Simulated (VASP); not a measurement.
Set up this calculation in VASP 6.6.1, as the native input.

```
Task                   : single point
Functional             : PBE
Potentials or basis    : VASP PAW PBE potentials, release 64 (Be)
Cutoff                 : 520 eV
k mesh                 : 10 × 10 × 4
Occupations            : tetrahedron
Spin                   : collinear spin, zero start
Starting moments       : [0.0, 0.0, 0.0, 0.0] μB
Dipole correction      : no
Further INCAR settings : ALGO = Normal; EDIFF = 1e-06; NBANDS = 16
```

The structure of Be lies in POSCAR:

```
Be
1.0
    2.1064200000      1.3921820000      0.0000000000
    2.1064200000     -1.3921820000      0.0000000000
    0.0000000000      0.0000000000     -5.6790580000
Be
4
Direct
    0.1500000000      0.8500000000      0.8830000000
    0.3500000000      0.6500000000      0.3830000000
    0.8500000000      0.1500000000      0.1170000000
    0.6500000000      0.3500000000      0.6170000000
```

The input as run:

INCAR

```
ALGO = Normal
EDIFF = 1E-6
ENCUT = 520
GGA = PE
ISIF = 2
ISMEAR = -4
ISPIN = 2
LASPH = True
LCHARG = False
LORBIT = 11
LREAL = False
LWAVE = False
MAGMOM = 0 0 0 0
NBANDS = 16
NELM = 150
PREC = Accurate
SIGMA = 0.1
```

KPOINTS

```
k-points
0
Gamma
  10 10 4
```

Potentials or basis: VASP PAW PBE potentials, release 64 (Be).

The run is started by

```bash
$ cat potpaw_PBE.64/Be/POTCAR > POTCAR
$ mpirun -np 1 vasp_std > vasp.out
```

It gave:

```
Pressure                                              : 23.9 GPa
Largest force                                         : 6.743 eV/Å
Band gap on the k mesh                                : zero (filled and empty bands overlap)
Net moment                                            : 0.00 μB per cell
Valence electrons inside the program's atomic spheres : Be 1.25
```

Caveat: forces of over 1 eV/Å act on the atoms, so gaps and moduli don't describe the material at rest.

Run time: 29 s on 1 thread of Intel(R) Xeon(R) 6975P-C (Granite Rapids), with other jobs on the host, peak memory 0.19 GiB.
